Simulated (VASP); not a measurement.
Wanted: the native input for a VASP 6.6.1 run.

```
Task                   : single point
Functional             : PBE
Potentials or basis    : VASP PAW PBE potentials, release 64 (Co)
Cutoff                 : 520 eV
k mesh                 : 8 × 11 × 13
Occupations            : fermi-dirac, width 0.1 eV
Spin                   : collinear spin, ferromagnetic start
Starting moments       : [3.0, 3.0] μB
Dipole correction      : no
Further INCAR settings : ALGO = Normal; EDIFF = 1e-07; NBANDS = 20; ISYM = 0
```

The structure of Co lies in POSCAR:

```
Co
1.0
   -1.7100000000     -1.7100000000     -3.4200000000
    1.7100000000     -1.7100000000      0.0000000000
   -1.7100000000     -1.7100000000      0.0000000000
Co
2
Direct
    0.0000000000      0.0000000000      0.0000000000
    0.5000000000      0.5000000000      0.0000000000
```

This isn't the form of Co at room conditions, which is hcp.

One way to write it, as run:

INCAR

```
PREC = Accurate
ENCUT = 520
EDIFF = 1E-7
ISMEAR = -1
SIGMA = 0.1
LREAL = F
LASPH = T
NELM = 150
ALGO = Normal
ISIF = 2
LWAVE = F
LCHARG = F
ISPIN = 2
MAGMOM = 3 3
LORBIT = 11
LMAXMIX = 4
GGA = PE
ISYM = 0
NBANDS = 20
```

KPOINTS

```
regular mesh
0
Gamma
  8 11 13
```

Potentials or basis: VASP PAW PBE potentials, release 64 (Co).

Command:

```sh
$ cat potpaw_PBE.64/Co/POTCAR > POTCAR
$ mpirun -np 1 vasp_std > vasp.out
```

Results of the run:

```yaml
Pressure: 21.7 GPa
Net_moment: 3.16 μB per cell
Site_moments: Co +1.58 μB
Valence_electrons_inside_the_program's_atomic_spheres: Co 8.45
```

Caveat: the cell stands under pressure.

Wall time 2.6 min on 1 thread of Intel(R) Xeon(R) 6975P-C (Granite Rapids) (shared host), peak memory 0.4 GiB.
